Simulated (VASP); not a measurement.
Crystal: Cs2Na.

```
CELL_PARAMETERS angstrom
0.00000 4.82892 4.82892
4.82892 0.00000 4.82892
4.82892 4.82892 0.00000
ATOMIC_POSITIONS crystal
Cs 0.62500 0.62500 0.62500
Cs 0.12500 0.62500 0.62500
Cs 0.62500 0.62500 0.12500
Cs 0.62500 0.12500 0.62500
Na 0.00000 0.00000 0.00000
Na 0.25000 0.25000 0.25000
```

```yaml
Program: VASP 6.6.1
Task: relaxation of cell and atoms
Functional: PBE
Potentials_or_basis: VASP PAW PBE potentials, release 64 (Cs_sv, Na_pv)
Cutoff: 600 eV
k_mesh: 4 × 4 × 4
Occupations: gaussian, width 0.1 eV
Spin: no spin polarisation
```

At the start: pressure 6.8 GPa; volume 37.53 Å³/atom.

**Question.** Where does the relaxation end?

**Answer.** Over 5 steps the energy falls by 586.0 meV/atom and the volume is 86.20 Å³/atom (+129.6 %); space group Fd-3m (No. 227, to 0.05 Å).

Step by step:
```csv
step,energy change (eV),largest force (eV/Å),pressure (GPa),volume (Å³)
1,0.0000,0.0000,6.84,225.21
2,-1.6936,0.0000,3.74,281.58
3,-3.3899,0.0000,0.54,434.23
4,-3.4984,0.0000,0.17,486.10
5,-3.5159,0.0000,0.02,517.17
```

Final structure:
```
Cs Na
1.0
     0.00000    6.37092    6.37092
     6.37092    0.00000    6.37092
     6.37092    6.37092    0.00000
Cs Na
4 2
Direct
  0.62500 0.62500 0.62500
  0.12500 0.62500 0.62500
  0.62500 0.62500 0.12500
  0.62500 0.12500 0.62500
  0.00000 0.00000 0.00000
  0.25000 0.25000 0.25000
```

Caveat: the volume moved by over 15 % at a fixed basis, so the end points are rough.
